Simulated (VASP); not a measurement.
Set up this calculation in VASP 6.6.1, as the native input.

```
Task                   : single point
Functional             : PBEsol
Potentials or basis    : VASP PAW PBE potentials, release 64 (Pt)
Cutoff                 : 520 eV
k mesh                 : 18 × 18 × 10
Occupations            : gaussian, width 0.15 eV
Spin                   : no spin polarisation
Dipole correction      : no
Further INCAR settings : ALGO = Normal; EDIFF = 1e-07; NBANDS = 17
```

The structure of Pt lies in POSCAR:

```
Pt
1.0
    2.6502389911      0.0000000000      0.0000000000
   -1.3251194956      2.2951742924      0.0000000000
    0.0000000000      0.0000000000      4.6004486400
Pt
2
Direct
    0.6666666667      0.3333333333      0.7500000000
    0.3333333333      0.6666666667      0.2500000000
```

This cell differs from its parent crystal: strain -0.040 along x and y, -0.040 along z.

The input as run:

INCAR

```
SYSTEM = Pt
ALGO     = Normal         ! electronic algorithm
EDIFF    = 1E-7           ! SCF threshold, eV
ENCUT    = 520            ! plane-wave cutoff, eV
GGA      = PS             ! functional
ISIF     = 2              ! what is computed and relaxed
ISMEAR   = 0              ! smearing method
LASPH    = .True.         ! aspherical terms in the spheres
LCHARG   = .False.        ! write CHGCAR
LREAL    = .False.        ! projectors in reciprocal space
LWAVE    = .False.        ! write WAVECAR
NBANDS   = 17             ! bands
NELM     = 100            ! most SCF steps
PREC     = Accurate       ! precision mode
SIGMA    = 0.15           ! smearing width, eV
```

KPOINTS

```
k-points
0
Gamma
  18 18 10
  0 0 0
```

Potentials or basis: VASP PAW PBE potentials, release 64 (Pt).

Run with:

```console
$ cat potpaw_PBE.64/Pt/POTCAR > POTCAR
$ mpirun -np 1 vasp_std > vasp.out
```

Results of the run:

```json
{
  "Pressure": "27.3 GPa",
  "Band gap on the k mesh": "zero (band 10 reaches 13.22 eV, above the bottom of band 11 at 11.62 eV)"
}
```

Caveat: the cell differs from its parent crystal (strain -0.040 along x and y, -0.040 along z); the PAW data sets were made with another functional, which shifts forces and pressure a little; spin-orbit coupling is left out, which moves the levels of the heavy elements.

Run time: 58 s on 1 thread of Intel(R) Xeon(R) Platinum 8375C CPU @ 2.90GHz (Ice Lake), with other jobs on the host, peak memory 0.21 GiB.
